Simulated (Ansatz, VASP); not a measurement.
## Two plane-wave programs on Mg12F

```
CELL_PARAMETERS angstrom
6.42000 0.00000 0.00000
-4.81500 8.33982 0.00000
0.00000 0.00000 5.21304
ATOMIC_POSITIONS crystal
Mg 0.00300 0.00426 0.01363
Mg 0.17233 0.22538 0.50093
Mg 0.00168 0.33070 0.00950
Mg 0.16114 0.54757 0.51067
Mg 0.99476 0.66360 0.99408
Mg 0.16264 0.89392 0.51748
Mg 0.50640 0.00805 0.99215
Mg 0.66553 0.22408 0.49128
Mg 0.49670 0.33113 0.00095
Mg 0.66377 0.55241 0.48959
Mg 0.50623 0.66339 0.98589
Mg 0.67470 0.89315 0.50855
F 0.32163 0.77238 0.23134
```

Alike in both runs: functional PBE; k mesh 3 × 2 × 3; occupations fermi-dirac, width 0.05 eV; no spin polarisation.

Ansatz relaxed the structure, and its values are those at the end. VASP's run is a single point on that final structure, the one shown.

|  | VASP | Ansatz |
| --- | --- | --- |
| version | VASP 6.6.1 | Ansatz 0.2.0 |
| potentials or method | VASP PAW PBE potentials, release 64 (Mg, F), cutoff 520 eV | scalar-relativistic, plane waves, PAW |
| valence electrons in the cell | 31 | 127 |

|  | VASP | Ansatz | Ansatz less VASP |
| --- | --- | --- | --- |
| rms of the force components (eV/Å) | 0.011 | 0.011 | -0.0003 |

VASP's potentials hold 31 valence electrons a cell and Ansatz's 127, so a difference there can come from the potentials and not from the codes.

The k mesh is coarse, so the values compare programs but aren't converged.
